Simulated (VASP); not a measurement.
# Si2Mo (I4/mmm) in VASP: notebook

Runs on Si2Mo. Level: PBEsol. Tasks: single point.

Program: VASP 6.6.1. These are calculated values, not measurements. Logs are shortened: lines on timing, memory, paths and dates and some standing lists are left out, and cuts for length are marked.

### 1 The cell of the first run

The structure is tetragonal, space group I4/mmm (No. 139). Conventional cell: a = 3.164 Å, b = 3.164 Å, c = 7.757 Å, α = 90.00°, β = 90.00°, γ = 90.00°. Si (site symmetry 4mm) has 9 Si at 2.56 to 3.16 Å and 5 Mo at 2.58 to 2.60 Å within 3.4 Å. Within 3.4 Å of Mo (site symmetry 4/mmm) lie 10 Si at 2.58 to 2.60 Å and 4 Mo at 3.16 Å.

### 2 Single point, PBEsol (atoms displaced along a vibrational mode, the cell strained)

INCAR

```
PREC = Accurate
ENCUT = 520
EDIFF = 1E-6
ISMEAR = 0
SIGMA = 0.15
LREAL = False
LASPH = True
NELM = 100
ALGO = Normal
ISIF = 2
LWAVE = False
LCHARG = True
GGA = PS
LELF = True
LVHAR = True
NBANDS = 18
```

KPOINTS

```
regular mesh
0
Gamma
  18 18 18
```

POSCAR

```
Si2Mo
1.0
   -1.5818831369      1.5818831369      3.8784485199
    1.5818831369     -1.5818831369      3.8784485199
    1.5818831369      1.5818831369     -3.8784485199
Si Mo
2 1
Direct
    0.3350567058      0.3350567058      0.0000000000
    0.6649432942      0.6649432942      0.0000000000
    0.0000000000      0.0000000000      0.0000000000
```

Potentials or basis: VASP PAW PBE potentials, release 64 (Si, Mo_sv).

Started as:

```bash
$ cat potpaw_PBE.64/Si/POTCAR potpaw_PBE.64/Mo_sv/POTCAR > POTCAR
$ mpirun -np 1 vasp_std > vasp.out
```

OUTCAR:

```text
PREC = Accurate
   ENCUT = 520
   EDIFF = 1E-6
   ISMEAR = 0
   LREAL = False
   LASPH = True
   NELM = 100
   ISIF = 2
   GGA = PS

 ion  position               nearest neighbor table
   1  0.335  0.335  0.000-   2 2.56   3 2.58   3 2.58   3 2.58   3 2.58   2 2.60   2 2.60   2 2.60
                             2 2.60   3 2.60
   2  0.665  0.665  0.000-   1 2.56   3 2.58   3 2.58   3 2.58   3 2.58   1 2.60   1 2.60   1 2.60
                             1 2.60   3 2.60
   3  0.000  0.000  0.000-   2 2.58   2 2.58   2 2.58   1 2.58   2 2.58   1 2.58   1 2.58   1 2.58
                             1 2.60   2 2.60

  LATTYP: Found a body centered tetragonal cell.
 ALAT       =     3.1637662738
 C/A-ratio  =     2.4517920632

  Lattice vectors:

 A1 = (  -1.5818831369,   1.5818831369,   3.8784485199)
 A2 = (   1.5818831369,  -1.5818831369,   3.8784485199)
 A3 = (   1.5818831369,   1.5818831369,  -3.8784485199)

Analysis of symmetry for initial positions (statically):
=====================================================================
 Subroutine PRICEL returns:
 Original cell was already a primitive cell.

 Routine SETGRP: Setting up the symmetry group for a
 body centered tetragonal supercell.

 Subroutine GETGRP returns: Found 16 space group operations
 (whereof 16 operations were pure point group operations)
 out of a pool of 16 trial point group operations.

The static configuration has the point symmetry D_4h.

Analysis of symmetry for dynamics (positions and initial velocities):
=====================================================================
 Subroutine PRICEL returns:
 Original cell was already a primitive cell.

 Routine SETGRP: Setting up the symmetry group for a
 body centered tetragonal supercell.

 Subroutine GETGRP returns: Found 16 space group operations
 (whereof 16 operations were pure point group operations)
 out of a pool of 16 trial point group operations.

The dynamic configuration has the point symmetry D_4h.

 Subroutine INISYM returns: Found 16 space group operations
 (whereof 16 operations are pure point group operations),
 and found     1 'primitive' translations

----------------------------------------------------------------------------------------

                                     Primitive cell

  volume of cell :      38.8210

  direct lattice vectors                    reciprocal lattice vectors
    -1.581883137  1.581883137  3.878448520     0.000000000  0.316078975  0.128917529
     1.581883137 -1.581883137  3.878448520     0.316078975  0.000000000  0.128917529
     1.581883137  1.581883137 -3.878448520     0.316078975  0.316078975  0.000000000

  length of vectors
     4.477395609  4.477395609  4.477395609     0.341358532  0.341358532  0.447003173

  position of ions in fractional coordinates (direct lattice)
     0.335056706  0.335056706  0.000000000
     0.664943294  0.664943294  0.000000000
     0.000000000  0.000000000  0.000000000

  ion indices of the primitive-cell ions
   primitive index   ion index
                 1           1
                 2           2
                 3           3

----------------------------------------------------------------------------------------

 KPOINTS: regular mesh

Automatic generation of k-mesh.
 Grid dimensions read from file:
 generate k-points for:   18   18   18

 Generating k-lattice:

  Cartesian coordinates                     Fractional coordinates (reciprocal lattice)
     0.000000000  0.017559943  0.007162085     0.055555556 -0.000000000  0.000000000
     0.017559943  0.000000000  0.007162085    -0.000000000  0.055555556  0.000000000
     0.017559943  0.017559943  0.000000000     0.000000000  0.000000000  0.055555556

  Length of vectors
     0.018964363  0.018964363  0.024833510

  Shift w.r.t. Gamma in fractional coordinates (k-lattice)
     0.000000000  0.000000000  0.000000000

 Subroutine IBZKPT returns following result:
 ===========================================

 Found    480 irreducible k-points:

 Following reciprocal coordinates:
            Coordinates               Weight
  0.000000  0.000000  0.000000      1.000000
  0.055556  0.000000 -0.000000      8.000000
  0.111111  0.000000 -0.000000      8.000000
  0.166667  0.000000 -0.000000      8.000000
  0.222222  0.000000 -0.000000      8.000000
  0.277778  0.000000  0.000000      8.000000
[... 16 lines left out ...]
 -0.277778  0.055556 -0.000000     16.000000
 -0.222222  0.055556 -0.000000     16.000000
 [... further k-points ...]
   k-points           NKPTS =    480   k-points in BZ     NKDIM =    480   number of bands    NBANDS=     18
   number of dos      NEDOS =    301   number of ions     NIONS =      3
   total plane-waves  NPLWV =  46656
   dimension x,y,z NGX =    36 NGY =   36 NGZ =   36
   dimension x,y,z NGXF=    72 NGYF=   72 NGZF=   72
   ions per type =               2   1
   NGX,Y,Z   is equivalent  to a cutoff of  13.37, 13.37, 13.37 a.u.
   NGXF,Y,Z  is equivalent  to a cutoff of  26.73, 26.73, 26.73 a.u.
 SYSTEM =  unknown system
   PREC   = accura    normal or accurate (medium, high low for compatibility)
   ISTART =      0    job   : 0-new  1-cont  2-samecut
   ICHARG =      2    charge: 1-file 2-atom 10-const
   ISPIN  =      1    spin polarized calculation?
   LNONCOLLINEAR =      F non collinear calculations
   LSORBIT =      F    spin-orbit coupling
   LASPH  =      T    aspherical Exc in radial PAW
   ENCUT  =  520.0 eV  38.22 Ry    6.18 a.u.   8.32  8.32  8.32*2*pi/ulx,y,z
   NELM   =    100;   NELMIN=  2; NELMDL= -5     # of ELM steps
   EDIFF  = 0.1E-05   stopping-criterion for ELM
   LREAL  =      F    real-space projection
   EDIFFG = 0.1E-04   stopping-criterion for IOM
   NSW    =      0    number of steps for IOM
   IBRION =     -1    ionic relax: 0-MD 1-quasi-New 2-CG
   NFREE  =      0    steps in history (QN), initial steepest desc. (CG)
   ISIF   =      2    stress and relaxation
   ISYM   =      2    0-nonsym 1-usesym 2-fastsym
   POTIM  = 0.5000    time-step for ionic-motion
   TEBEG  =    0.0;   TEEND  =   0.0 temperature during run
   PSTRESS=    0.0 pullay stress
   NELECT =      22.0000    total number of electrons
   NUPDOWN=      -1.0000    fix difference up-down
   EMIN   =  10.00;   EMAX   =-10.00  energy-range for DOS
   EFERMI =   0.00;   METHOD = LEGACY
   ISMEAR =     0;   SIGMA  =   0.15  broadening in eV -4-tet -1-fermi 0-gaus
   EFERMI_NEDOS =   21; number of points for ismear=-14 and -15
   IALGO  =     38    algorithm
   IMIX   =      4    mixing-type and parameters
     AMIX     =   0.40;   BMIX     =  1.00
     AMIX_MAG =   1.60;   BMIX_MAG =  1.00
  volume/ion in A,a.u.               =      12.94        87.33
  Fermi-wavevector in a.u.,A,eV,Ry     =   1.354753  2.560112 24.971530  1.835356
  Thomas-Fermi vector in A             =   2.481898
   LORBIT       =      0    0 simple, 1 ext, 2 COOP (PROOUT), +10 PAW based schemes
   GGA     = PS    functional components
   LHFCALC =     F    Hartree Fock is set to
   AEXX    =    0.0000 exact exchange contribution
   IVDW    =     0    specifies the selected vdW correction
   LEPSILON=     F    determine dielectric tensor
   LRPA    =     F    only Hartree local field effects (RPA)
 non-spin polarized calculation
 Gauss-broadening in eV      SIGMA  =   0.15
  energy-cutoff  :      520.00
  volume of cell :       38.82
 maximum number of plane-waves:      1064
 NGX is ok and might be reduce to    36
   NGX = 17   NGY = 17   NGZ = 17

 number of electron      22.0000000 magnetization

 Free energy of the ion-electron system (eV)
  ---------------------------------------------------
  ext. energy  EPLUGINS =         0.00000000
  ---------------------------------------------------
  free energy    TOTEN  =       -25.06070987 eV

  energy without entropy =      -25.05806714  energy(sigma->0) =      -25.05938850

 E-fermi :  12.7121     XC(G=0): -12.6809

 val. band max:       12.6629853260   @ k =  -0.4444  -0.4444   0.4444
 cond. band min:      12.7188799060   @ k =  -0.3333  -0.3333   0.2778
 fundamental gap:      0.0558945800
 Fermi energy:        12.7121309029

 k-point     1 :       0.0000    0.0000    0.0000
  band No.  band energies     occupation
      1     -47.8571      2.00000
      2     -22.0666      2.00000
      3     -21.9683      2.00000
      4     -21.9683      2.00000
      5      -0.9777      2.00000
      6       6.0873      2.00000
[... 10 lines left out ...]
     17      18.0699      0.00000
     18      18.0699      0.00000

 k-point     2 :       0.0556    0.0000   -0.0000
  band No.  band energies     occupation
      1     -47.8564      2.00000
      2     -22.0659      2.00000
      3     -21.9775      2.00000
      4     -21.9675      2.00000
      5      -0.9194      2.00000
      6       6.0966      2.00000
[... 10 lines left out ...]
     17      18.1030      0.00000
     18      18.4348      0.00000

 k-point     3 :       0.1111    0.0000   -0.0000
  band No.  band energies     occupation
      1     -47.8545      2.00000
      2     -22.0640      2.00000
      3     -22.0039      2.00000
      4     -21.9650      2.00000
      5      -0.7457      2.00000
      6       6.1138      2.00000
[... 10 lines left out ...]
     17      18.2820      0.00000
     18      19.2321      0.00000

 k-point     4 :       0.1667    0.0000   -0.0000
  band No.  band energies     occupation
      1     -47.8515      2.00000
      2     -22.0611      2.00000
      3     -22.0438      2.00000
      4     -21.9613      2.00000
      5      -0.4612      2.00000
      6       6.0989      2.00000
[... 375 lines left out ...]
      4     -21.9557      2.00000
      5       0.9422      2.00000
      6       5.2110      2.00000
[... 10 lines left out ...]
     17      20.0787      0.00000
     18      21.4008      0.00000

 k-point    23 :      -0.2778    0.0556   -0.0000
  band No.  band energies     occupation
      1     -47.8434      2.00000
      2     -22.1434      2.00000
      3     -22.0510      2.00000
      4     -21.9605      2.00000
      5       0.3875      2.00000
      6       5.8117      2.00000
[... 10 lines left out ...]
     17      19.8843      0.00000
     18      21.1576      0.00000

 k-point    24 :      -0.2222    0.0556   -0.0000
  band No.  band energies     occupation
      1     -47.8473      2.00000
      2     -22.0919      2.00000
      3     -22.0550      2.00000
      4     -21.9655      2.00000
      5      -0.0818      2.00000
      6       6.2191      2.00000
[... 10 lines left out ...]
     17      19.2068      0.00000
     18      21.3175      0.00000

 [... further k-points ...]

------------------------ aborting loop because EDIFF is reached ----------------------------------------

  FORCE on cell =-STRESS in cart. coord.  units (eV):
  Direction    XX          YY          ZZ          XY          YZ          ZX
  --------------------------------------------------------------------------------------
  -------------------------------------------------------------------------------------
  Total        1.4551904      1.4551904      1.6314346      0.0000000      0.0000000     -0.0000000
  in kB       60.0569956     60.0569956     67.3307457      0.0000000      0.0000000     -0.0000000
  external PRESSURE =      62.4815790 kB  Pullay stress =       0.0000000 kB

 VOLUME and BASIS-vectors are now :
 -----------------------------------------------------------------------------
  energy-cutoff  :      520.00
  volume of cell :       38.82
      direct lattice vectors                 reciprocal lattice vectors
    -1.581883137  1.581883137  3.878448520     0.000000000  0.316078975  0.128917529
     1.581883137 -1.581883137  3.878448520     0.316078975  0.000000000  0.128917529
     1.581883137  1.581883137 -3.878448520     0.316078975  0.316078975  0.000000000

 POSITION                                       TOTAL-FORCE (eV/Angst)
 -----------------------------------------------------------------------------------
      0.00000      0.00000      2.59900         0.000000      0.000000     -0.064480
      0.00000      0.00000      5.15790        -0.000000     -0.000000      0.064480
      0.00000      0.00000      0.00000         0.000000      0.000000      0.000000
 -----------------------------------------------------------------------------------
    total drift:                               -0.000000      0.000000     -0.000000

  FREE ENERGIE OF THE ION-ELECTRON SYSTEM (eV)
  ---------------------------------------------------
  free  energy   TOTEN  =       -25.0607098741 eV

  energy  without entropy=      -25.0580671356  energy(sigma->0) =      -25.05938850
```

Wall time 7.1 min (1 thread of Intel Xeon Platinum 8488C (Sapphire Rapids), shared host); peak memory 0.44 GiB.

What came out:

```
Free energy            : -25.0607 eV
Pressure               : 6.2 GPa
Largest force          : 0.064 eV/Å
Band gap on the k mesh : zero (bands 11 and 12 overlap by 0.96 eV)
```

Forces on the atoms (eV/Å):
```
Si   0.000  0.000 -0.064
Si   0.000  0.000  0.064
Mo   0.000  0.000  0.000
```

Levels at points of the mesh, in eV from the Fermi level:
| k point | band 9 | band 10 | band 11 | band 12 | band 13 | band 14 |
| --- | --- | --- | --- | --- | --- | --- |
| (0.00, 0.00, 0.00) | -2.71 | -2.71 | 0.40 | 3.05 | 3.40 | 3.64 |
| (0.50, 0.00, 0.00) | -2.71 | -2.68 | -0.54 | 2.38 | 3.19 | 4.29 |
| (0.50, 0.50, 0.00) | -4.57 | -3.21 | -1.21 | 2.44 | 2.90 | 3.29 |
| (0.50, 0.50, 0.50) | -0.60 | -0.60 | -0.45 | -0.45 | 0.54 | 4.88 |

Caveat: the cell differs from its parent crystal (atoms displaced along a vibrational mode, the cell strained); the cell stands under pressure; the PAW data sets were made with another functional, which shifts forces and pressure a little.

### 3 Single point, PBEsol (atoms displaced along a vibrational mode, the cell strained)

INCAR

```
SYSTEM = Si2Mo
PREC = Accurate ; ENCUT = 520
EDIFF = 1E-7 ; ISMEAR = 0
SIGMA = 0.15 ; LREAL = .FALSE.
LASPH = .TRUE. ; NELM = 100
ALGO = Normal ; ISIF = 2
LWAVE = .FALSE. ; LCHARG = .FALSE.
GGA = PS ; NBANDS = 18
```

KPOINTS

```
Automatic mesh
0
G
  18 18 18
  0 0 0
```

POSCAR

```
Si2Mo
1.0
   -1.6083621729      1.6083621729      3.9433696103
    1.6083621729     -1.6083621729      3.9433696103
    1.6083621729      1.6083621729     -3.9433696103
Si Mo
2 1
Direct
    0.3350567058      0.3350567058      0.0000000000
    0.6649432942      0.6649432942      0.0000000000
    0.0000000000      0.0000000000      0.0000000000
```

Potentials or basis: VASP PAW PBE potentials, release 64 (Si, Mo_sv).

Started as:

```bash
$ cat potpaw_PBE.64/Si/POTCAR potpaw_PBE.64/Mo_sv/POTCAR > POTCAR
$ mpirun -np 1 vasp_std > vasp.out
```

It took 8.3 min on 1 thread of Intel Xeon Platinum 8488C (Sapphire Rapids), shared host; peak memory 0.46 GiB.

Results (log left out):

```
Free energy            : -25.0663 eV
Pressure               : -4.9 GPa
Largest force          : 0.055 eV/Å
Band gap on the k mesh : zero (bands 11 and 12 overlap by 0.93 eV)
```

Forces in eV/Å, atoms in the order of the input:
```
Si   0.000  0.000  0.055
Si   0.000  0.000 -0.055
Mo   0.000  0.000  0.000
```

Stress tensor (GPa, compression positive):
```
-4.67  0.00  0.00
 0.00 -4.67  0.00
 0.00  0.00 -5.38
```

Levels at points of the mesh, in eV from the Fermi level:
| k point | band 9 | band 10 | band 11 | band 12 | band 13 | band 14 |
| --- | --- | --- | --- | --- | --- | --- |
| (0.00, 0.00, 0.00) | -2.57 | -2.57 | 0.37 | 3.08 | 3.22 | 3.49 |
| (0.50, 0.00, 0.00) | -2.54 | -2.53 | -0.48 | 2.20 | 3.09 | 3.96 |
| (0.50, 0.50, 0.00) | -4.39 | -3.01 | -1.21 | 2.25 | 2.66 | 3.09 |
| (0.50, 0.50, 0.50) | -0.57 | -0.57 | -0.46 | -0.46 | 0.50 | 4.66 |

Caveat: the cell differs from its parent crystal (atoms displaced along a vibrational mode, the cell strained); the cell stands under tension; the PAW data sets were made with another functional, which shifts forces and pressure a little.

### 4 Single point, PBEsol (atoms displaced along a vibrational mode, the cell strained)

INCAR

```
SYSTEM = Si2Mo
ALGO = Normal ; EDIFF = 1E-7
ENCUT = 520 ; GGA = PS
ISIF = 2 ; ISMEAR = 0
LASPH = .True. ; LCHARG = .False.
LREAL = .False. ; LWAVE = .False.
NBANDS = 18 ; NELM = 100
PREC = Accurate ; SIGMA = 0.15
```

KPOINTS

```
k-points
0
Gamma
  18 18 18
  0 0 0
```

POSCAR

```
Si2Mo
1.0
   -1.6217612032      1.6217612032      3.9762212465
    1.6217612032     -1.6217612032      3.9762212465
    1.6217612032      1.6217612032     -3.9762212465
Si Mo
2 1
Direct
    0.3350567058      0.3350567058      0.0000000000
    0.6649432942      0.6649432942      0.0000000000
    0.0000000000      0.0000000000      0.0000000000
```

Started as:

```bash
$ cat potpaw_PBE.64/Si/POTCAR potpaw_PBE.64/Mo_sv/POTCAR > POTCAR
$ mpirun -np 1 vasp_std > vasp.out
```

It took 8.3 min on 1 thread of Intel Xeon Platinum 8488C (Sapphire Rapids), shared host; peak memory 0.47 GiB.

Results (log left out):

```
Free energy            : -25.0196 eV
Pressure               : -9.6 GPa
Largest force          : 0.111 eV/Å
Band gap on the k mesh : zero (bands 11 and 12 overlap by 0.92 eV)
```

Forces on the atoms (eV/Å):
```
Si   0.000  0.000  0.111
Si   0.000  0.000 -0.111
Mo   0.000  0.000  0.000
```

Stress tensor (GPa, compression positive):
```
 -9.19   0.00   0.00
  0.00  -9.19   0.00
  0.00   0.00 -10.47
```

Levels at points of the mesh, in eV from the Fermi level:
```tsv
k point	band 8	band 9	band 10	band 11	band 12	band 13	band 14	band 15
(0.00, 0.00, 0.00)	-2.91	-2.50	-2.50	0.36	2.93	3.30	3.42	3.42
(0.50, 0.00, 0.00)	-4.37	-2.46	-2.46	-0.46	2.12	3.04	3.76	4.08
(0.50, 0.50, 0.00)	-5.20	-4.29	-2.91	-1.21	2.16	2.55	2.99	3.21
(0.50, 0.50, 0.50)	-2.10	-0.55	-0.55	-0.46	-0.46	0.49	4.56	4.68
```

Caveat: the cell differs from its parent crystal (atoms displaced along a vibrational mode, the cell strained); the cell stands under tension; the PAW data sets were made with another functional, which shifts forces and pressure a little.

### 5 Summary

| cell | gap on the mesh (eV) | pressure (GPa) | largest force (eV/Å) |
| --- | --- | --- | --- |
| a = 4.477 Å, angles 138.6, 138.6, 60.0°, 3 atoms | none | 6.2 | 0.06 |
| a = 4.552 Å, angles 138.6, 138.6, 60.0°, 3 atoms | none | -4.9 | 0.06 |
| a = 4.590 Å, angles 138.6, 138.6, 60.0°, 3 atoms | none | -9.6 | 0.11 |

Alike in all rows: task single point; level PBEsol; potentials or basis VASP PAW PBE potentials, release 64 (Si, Mo_sv); no spin polarisation; k mesh 18 × 18 × 18; cutoff (eV) 520; smearing gaussian 0.15 eV.

Caveats: the PAW data sets were made with another functional, which shifts forces and pressure a little; the cell stands under tension (at least some runs); the cell stands under pressure (at least some runs).

Total energies depend on the potentials used, so only differences within one code and one set of settings carry meaning.
